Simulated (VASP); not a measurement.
# Ti (I4/mmm) in VASP: notebook

The runs below take Ti through single point, with PBEsol.

All numbers are computed with VASP 6.6.1; they aren't measurements. Logs are shortened: lines on timing, memory, paths and dates and some standing lists are left out, and cuts for length are marked.

## Step 1: The cell of the first run

It takes space group I4/mmm (No. 139, tetragonal). Conventional cell: a = 3.331 Å, b = 3.331 Å, c = 3.184 Å, α = 90.00°, β = 90.00°, γ = 90.00°. Ti (site symmetry 4/mmm) has 14 Ti at 2.84 to 3.33 Å within 3.7 Å.

## Step 2: Single point, PBEsol (strain +0.015 along x and y, -0.030 along z)

File INCAR:

```
  PREC = Accurate
  ENCUT = 520
  EDIFF = 1E-7
  ISMEAR = 0
  SIGMA = 0.15
  LREAL = F
  LASPH = T
  NELM = 60
  ALGO = Normal
  ISIF = 2
  LWAVE = F
  LCHARG = F
  GGA = PS
  NBANDS = 12
```

File KPOINTS:

```
regular mesh
0
Gamma
  20 20 20
```

File POSCAR:

```
Ti
1.0
   -1.6656150000      1.6656150000      1.5917700000
    1.6656150000     -1.6656150000      1.5917700000
    1.6656150000      1.6656150000     -1.5917700000
Ti
1
Direct
    0.0000000000      0.0000000000      0.0000000000
```

Potentials or basis: VASP PAW PBE potentials, release 64 (Ti_sv).

Started as:

```sh
$ cat potpaw_PBE.64/Ti_sv/POTCAR > POTCAR
$ mpirun -np 1 vasp_std > vasp.out
```

OUTCAR:

```text
PREC = Accurate
   ENCUT = 520
   EDIFF = 1E-7
   ISMEAR = 0
   LREAL = F
   LASPH = T
   NELM = 60
   ISIF = 2
   GGA = PS

 ion  position               nearest neighbor table
   1  0.000  0.000  0.000-

  LATTYP: Found a body centered tetragonal cell.
 ALAT       =     3.3312300000
 C/A-ratio  =     0.9556650246

  Lattice vectors:

 A1 = (  -1.6656150000,   1.6656150000,   1.5917700000)
 A2 = (   1.6656150000,  -1.6656150000,   1.5917700000)
 A3 = (   1.6656150000,   1.6656150000,  -1.5917700000)

Analysis of symmetry for initial positions (statically):
=====================================================================
 Subroutine PRICEL returns:
 Original cell was already a primitive cell.

 Routine SETGRP: Setting up the symmetry group for a
 body centered tetragonal supercell.

 Subroutine GETGRP returns: Found 16 space group operations
 (whereof 16 operations were pure point group operations)
 out of a pool of 16 trial point group operations.

The static configuration has the point symmetry D_4h.

Analysis of symmetry for dynamics (positions and initial velocities):
=====================================================================
 Subroutine PRICEL returns:
 Original cell was already a primitive cell.

 Routine SETGRP: Setting up the symmetry group for a
 body centered tetragonal supercell.

 Subroutine GETGRP returns: Found 16 space group operations
 (whereof 16 operations were pure point group operations)
 out of a pool of 16 trial point group operations.

The dynamic configuration has the point symmetry D_4h.

 Subroutine INISYM returns: Found 16 space group operations
 (whereof 16 operations are pure point group operations),
 and found     1 'primitive' translations

----------------------------------------------------------------------------------------

                                     Primitive cell

  volume of cell :      17.6640

  direct lattice vectors                    reciprocal lattice vectors
    -1.665615000  1.665615000  1.591770000     0.000000000  0.300189420  0.314115733
     1.665615000 -1.665615000  1.591770000     0.300189420  0.000000000  0.314115733
     1.665615000  1.665615000 -1.591770000     0.300189420  0.300189420  0.000000000

  length of vectors
     2.842934820  2.842934820  2.842934820     0.434490945  0.434490945  0.424531948

  position of ions in fractional coordinates (direct lattice)
     0.000000000  0.000000000  0.000000000

  ion indices of the primitive-cell ions
   primitive index   ion index
                 1           1

----------------------------------------------------------------------------------------

 KPOINTS: regular mesh

Automatic generation of k-mesh.
 Grid dimensions read from file:
 generate k-points for:   20   20   20

 Generating k-lattice:

  Cartesian coordinates                     Fractional coordinates (reciprocal lattice)
     0.000000000  0.015009471  0.015705787     0.050000000 -0.000000000  0.000000000
     0.015009471  0.000000000  0.015705787    -0.000000000  0.050000000  0.000000000
     0.015009471  0.015009471  0.000000000     0.000000000  0.000000000  0.050000000

  Length of vectors
     0.021724547  0.021724547  0.021226597

  Shift w.r.t. Gamma in fractional coordinates (k-lattice)
     0.000000000  0.000000000  0.000000000

 Subroutine IBZKPT returns following result:
 ===========================================

 Found    641 irreducible k-points:

 Following reciprocal coordinates:
            Coordinates               Weight
  0.000000  0.000000  0.000000      1.000000
  0.050000 -0.000000  0.000000      8.000000
  0.100000  0.000000 -0.000000      8.000000
  0.150000 -0.000000  0.000000      8.000000
  0.200000  0.000000 -0.000000      8.000000
  0.250000  0.000000 -0.000000      8.000000
[... 16 lines left out ...]
 -0.400000  0.050000  0.000000     16.000000
 -0.350000  0.050000 -0.000000     16.000000
 [... further k-points ...]
   k-points           NKPTS =    641   k-points in BZ     NKDIM =    641   number of bands    NBANDS=     12
   number of dos      NEDOS =    301   number of ions     NIONS =      1
   total plane-waves  NPLWV =  13824
   dimension x,y,z NGX =    24 NGY =   24 NGZ =   24
   dimension x,y,z NGXF=    48 NGYF=   48 NGZF=   48
   ions per type =               1
   NGX,Y,Z   is equivalent  to a cutoff of  14.03, 14.03, 14.03 a.u.
   NGXF,Y,Z  is equivalent  to a cutoff of  28.07, 28.07, 28.07 a.u.
 SYSTEM =  unknown system
   PREC   = accura    normal or accurate (medium, high low for compatibility)
   ISTART =      0    job   : 0-new  1-cont  2-samecut
   ICHARG =      2    charge: 1-file 2-atom 10-const
   ISPIN  =      1    spin polarized calculation?
   LNONCOLLINEAR =      F non collinear calculations
   LSORBIT =      F    spin-orbit coupling
   LASPH  =      T    aspherical Exc in radial PAW
   ENCUT  =  520.0 eV  38.22 Ry    6.18 a.u.   5.29  5.29  5.29*2*pi/ulx,y,z
   NELM   =     60;   NELMIN=  2; NELMDL= -5     # of ELM steps
   EDIFF  = 0.1E-06   stopping-criterion for ELM
   LREAL  =      F    real-space projection
   EDIFFG = 0.1E-05   stopping-criterion for IOM
   NSW    =      0    number of steps for IOM
   IBRION =     -1    ionic relax: 0-MD 1-quasi-New 2-CG
   NFREE  =      0    steps in history (QN), initial steepest desc. (CG)
   ISIF   =      2    stress and relaxation
   ISYM   =      2    0-nonsym 1-usesym 2-fastsym
   POTIM  = 0.5000    time-step for ionic-motion
   TEBEG  =    0.0;   TEEND  =   0.0 temperature during run
   PSTRESS=    0.0 pullay stress
   NELECT =      12.0000    total number of electrons
   NUPDOWN=      -1.0000    fix difference up-down
   EMIN   =  10.00;   EMAX   =-10.00  energy-range for DOS
   EFERMI =   0.00;   METHOD = LEGACY
   ISMEAR =     0;   SIGMA  =   0.15  broadening in eV -4-tet -1-fermi 0-gaus
   EFERMI_NEDOS =   21; number of points for ismear=-14 and -15
   IALGO  =     38    algorithm
   IMIX   =      4    mixing-type and parameters
     AMIX     =   0.40;   BMIX     =  1.00
     AMIX_MAG =   1.60;   BMIX_MAG =  1.00
  volume/ion in A,a.u.               =      17.66       119.20
  Fermi-wavevector in a.u.,A,eV,Ry     =   1.439148  2.719595 28.179657  2.071146
  Thomas-Fermi vector in A             =   2.558036
   LORBIT       =      0    0 simple, 1 ext, 2 COOP (PROOUT), +10 PAW based schemes
   GGA     = PS    functional components
   LHFCALC =     F    Hartree Fock is set to
   AEXX    =    0.0000 exact exchange contribution
   IVDW    =     0    specifies the selected vdW correction
   LEPSILON=     F    determine dielectric tensor
   LRPA    =     F    only Hartree local field effects (RPA)
 non-spin polarized calculation
 Gauss-broadening in eV      SIGMA  =   0.15
  energy-cutoff  :      520.00
  volume of cell :       17.66
 maximum number of plane-waves:       488
 NGX is ok and might be reduce to    24
   NGX = 11   NGY = 11   NGZ = 11

 number of electron      11.9999999 magnetization

 Free energy of the ion-electron system (eV)
  ---------------------------------------------------
  ext. energy  EPLUGINS =         0.00000000
  ---------------------------------------------------
  free energy    TOTEN  =        -8.22460288 eV

  energy without entropy =       -8.19757629  energy(sigma->0) =       -8.21108958

 E-fermi :   7.7900     XC(G=0): -11.5517

 val. band max:        7.7890745079   @ k =   0.5000   0.2000  -0.0000
 cond. band min:       7.7905425586   @ k =   0.3000   0.1500   0.1000
 fundamental gap:      0.0014680507
 Fermi energy:         7.7899640874

 k-point     1 :       0.0000    0.0000    0.0000
  band No.  band energies     occupation
      1     -48.5510      2.00000
      2     -24.5224      2.00000
      3     -24.5193      2.00000
      4     -24.5193      2.00000
      5       1.8682      2.00000
      6       8.5436      0.00000
      7       8.8683      0.00000
      8       8.8683      0.00000
      9      10.2796      0.00000
     10      10.6605      0.00000
     11      24.8202      0.00000
     12      24.8202      0.00000

 k-point     2 :       0.0500   -0.0000    0.0000
  band No.  band energies     occupation
      1     -48.5479      2.00000
      2     -24.5375      2.00000
      3     -24.5246      2.00000
      4     -24.5210      2.00000
      5       1.9542      2.00000
      6       8.5506      0.00000
      7       8.8552      0.00000
      8       8.8818      0.00000
      9      10.2758      0.00000
     10      10.6246      0.00000
     11      24.7755      0.00000
     12      24.9012      0.00000

 k-point     3 :       0.1000    0.0000   -0.0000
  band No.  band energies     occupation
      1     -48.5389      2.00000
      2     -24.5849      2.00000
      3     -24.5397      2.00000
      4     -24.5221      2.00000
      5       2.2077      2.00000
      6       8.5019      0.00000
      7       8.8033      0.00000
      8       8.9957      0.00000
      9      10.2622      0.00000
     10      10.5479      0.00000
     11      24.5392      0.00000
     12      25.1306      0.00000

 k-point     4 :       0.1500   -0.0000    0.0000
  band No.  band energies     occupation
      1     -48.5249      2.00000
      2     -24.6584      2.00000
      3     -24.5633      2.00000
      4     -24.5237      2.00000
      5       2.6138      2.00000
      6       8.3547      0.00000
      7       8.6848      0.00000
      8       9.2611      0.00000
      9      10.2432      0.00000
     10      10.4963      0.00000
     11      23.8983      0.00000
     12      24.7389      0.00000

 k-point     5 :       0.2000    0.0000   -0.0000
  band No.  band energies     occupation
      1     -48.5073      2.00000
      2     -24.7498      2.00000
      3     -24.5928      2.00000
      4     -24.5258      2.00000
      5       3.1450      2.00000
      6       8.1527      0.00063
      7       8.4942      0.00000
      8       9.6426      0.00000
      9      10.2503      0.00000
     10      10.5007      0.00000
     11      22.8569      0.00000
     12      24.1123      0.00000
[... 228 lines left out ...]
      1     -48.4237      2.00000
      2     -25.1560      2.00000
      3     -24.7325      2.00000
      4     -24.5413      2.00000
      5       5.4098      2.00000
      6       7.2903      2.00000
      7       8.8298      0.00000
      8      10.4993      0.00000
      9      10.9807      0.00000
     10      12.0531      0.00000
     11      16.5700      0.00000
     12      20.9026      0.00000

 k-point    22 :      -0.4500    0.0500    0.0000
  band No.  band energies     occupation
      1     -48.4300      2.00000
      2     -25.1263      2.00000
      3     -24.7222      2.00000
      4     -24.5401      2.00000
      5       5.3307      2.00000
      6       7.3510      1.99997
      7       8.5515      0.00000
      8      10.5047      0.00000
      9      10.8945      0.00000
     10      11.8316      0.00000
     11      17.1947      0.00000
     12      21.1223      0.00000

 k-point    23 :      -0.4000    0.0500    0.0000
  band No.  band energies     occupation
      1     -48.4418      2.00000
      2     -25.0701      2.00000
      3     -24.7024      2.00000
      4     -24.5384      2.00000
      5       5.1090      2.00000
      6       7.4663      1.99773
      7       8.2319      0.00003
      8      10.4838      0.00000
      9      10.7722      0.00000
     10      11.4419      0.00000
     11      18.2492      0.00000
     12      21.5415      0.00000

 k-point    24 :      -0.3500    0.0500   -0.0000
  band No.  band energies     occupation
      1     -48.4579      2.00000
      2     -24.9926      2.00000
      3     -24.6750      2.00000
      4     -24.5361      2.00000
      5       4.6856      2.00000
      6       7.6278      1.87361
      7       8.0890      0.00481
      8      10.4027      0.00000
      9      10.6679      0.00000
     10      10.9608      0.00000
     11      19.5440      0.00000
     12      22.1221      0.00000

 [... further k-points ...]

------------------------ aborting loop because EDIFF is reached ----------------------------------------

  FORCE on cell =-STRESS in cart. coord.  units (eV):
  Direction    XX          YY          ZZ          XY          YZ          ZX
  --------------------------------------------------------------------------------------
  -------------------------------------------------------------------------------------
  Total       -0.6909536     -0.6909536     -0.8452855      0.0000000     -0.0000000      0.0000000
  in kB      -62.6714760    -62.6714760    -76.6698237      0.0000000     -0.0000000      0.0000000
  external PRESSURE =     -67.3375919 kB  Pullay stress =       0.0000000 kB

 VOLUME and BASIS-vectors are now :
 -----------------------------------------------------------------------------
  energy-cutoff  :      520.00
  volume of cell :       17.66
      direct lattice vectors                 reciprocal lattice vectors
    -1.665615000  1.665615000  1.591770000     0.000000000  0.300189420  0.314115733
     1.665615000 -1.665615000  1.591770000     0.300189420  0.000000000  0.314115733
     1.665615000  1.665615000 -1.591770000     0.300189420  0.300189420  0.000000000

 POSITION                                       TOTAL-FORCE (eV/Angst)
 -----------------------------------------------------------------------------------
      0.00000      0.00000      0.00000        -0.000000     -0.000000      0.000000
 -----------------------------------------------------------------------------------
    total drift:                               -0.000000      0.000000      0.000000

  FREE ENERGIE OF THE ION-ELECTRON SYSTEM (eV)
  ---------------------------------------------------
  free  energy   TOTEN  =        -8.2246028788 eV

  energy  without entropy=       -8.1975762897  energy(sigma->0) =       -8.21108958
```

It took 4.6 min on 1 thread of AMD EPYC, shared host; peak memory 0.21 GiB.

Results:

```
Free energy            : -8.2246 eV
Pressure               : -6.7 GPa
Band gap on the k mesh : zero (band 6 reaches 8.75 eV, above the bottom of band 7 at 7.17 eV)
```

Caveat: the cell differs from its parent crystal (strain +0.015 along x and y, -0.030 along z); the PAW data sets were made with another functional, which shifts forces and pressure a little.

## Step 3: Single point, PBEsol (strain +0.015 along x and y, -0.015 along z)

INCAR: that of step 2 with these lines changed.

```diff
@@ -8,3 +8,3 @@
   NELM = 60
-  ALGO = Normal
+  ALGO = Fast
   ISIF = 2
```

KPOINTS is that of step 2.

File POSCAR:

```
Ti
1.0
   -1.6656150000      1.6656150000      1.6163850000
    1.6656150000     -1.6656150000      1.6163850000
    1.6656150000      1.6656150000     -1.6163850000
Ti
1
Direct
    0.0000000000      0.0000000000      0.0000000000
```

Potentials or basis: VASP PAW PBE potentials, release 64 (Ti_sv).

Started as:

```sh
$ cat potpaw_PBE.64/Ti_sv/POTCAR > POTCAR
$ mpirun -np 1 vasp_std > vasp.out
```

It took 8.9 min on 1 thread of AMD EPYC, shared host; peak memory 0.21 GiB.

The run converged. Its results:

| Item | Value |
| --- | --- |
| Free energy | -8.2108 eV |
| Pressure | -8.1 GPa |
| Band gap on the k mesh | zero (band 6 reaches 8.57 eV, above the bottom of band 7 at 7.00 eV) |

Stress tensor (GPa, compression positive):
```
-7.79  0.00  0.00
 0.00 -7.79  0.00
 0.00  0.00 -8.67
```

Levels at points of the mesh, in eV from the Fermi level:
```tsv
k point	band 3	band 4	band 5	band 6	band 7	band 8	band 9	band 10
(0.00, 0.00, 0.00)	-32.35	-32.35	-5.88	0.82	1.02	1.02	2.52	2.77
(0.50, 0.00, 0.00)	-32.55	-32.36	-2.38	-0.46	1.12	2.67	3.04	4.12
(0.50, 0.50, 0.00)	-32.54	-32.35	-2.39	-0.21	0.93	2.47	2.90	4.09
(0.50, 0.50, 0.50)	-32.79	-32.75	-2.04	-1.96	3.76	3.76	3.81	7.82
```

Caveat: the cell differs from its parent crystal (strain +0.015 along x and y, -0.015 along z); the PAW data sets were made with another functional, which shifts forces and pressure a little.
